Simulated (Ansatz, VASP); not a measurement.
# Ga3Sb: VASP beside Ansatz

```
Ga Sb
1.0
    -1.97487    1.97487    4.62575
     1.97487   -1.97487    4.62575
     1.97487    1.97487   -4.62575
Ga Sb
3 1
Direct
  0.75000 0.25000 0.50000
  0.25000 0.75000 0.50000
  0.50000 0.50000 0.00000
  0.00000 0.00000 0.00000
```

Alike in both runs: task single point; functional PBEsol; dispersion D3(BJ); k mesh 14 × 14 × 14; occupations gaussian, width 0.15 eV; no spin polarisation.

|  | VASP | Ansatz |
| --- | --- | --- |
| version | VASP 6.6.1 | Ansatz 0.2.0 |
| potentials or method | VASP PAW PBE potentials, release 64 (Ga_d, Sb), cutoff 520 eV | scalar-relativistic, plane waves, PAW |
| valence electrons in the cell | 44 | 54 |

```tsv
	VASP	Ansatz	Ansatz less VASP
gap on the k mesh at the Fermi level (eV)	none	none	-
pressure (GPa)	6.7	6.6	-0.10
traceless stress, the component that is largest in VASP (GPa)	-0.22	-0.20	+0.022
```

VASP's potentials were made for PBE, not for PBEsol, and Ansatz warns of the same on its side. A gap of «none» marks a metal or a gap that the smearing closes. VASP's potentials hold 44 valence electrons a cell and Ansatz's 54, so a difference there can come from the potentials and not from the codes.

Neither program's run includes spin-orbit coupling.
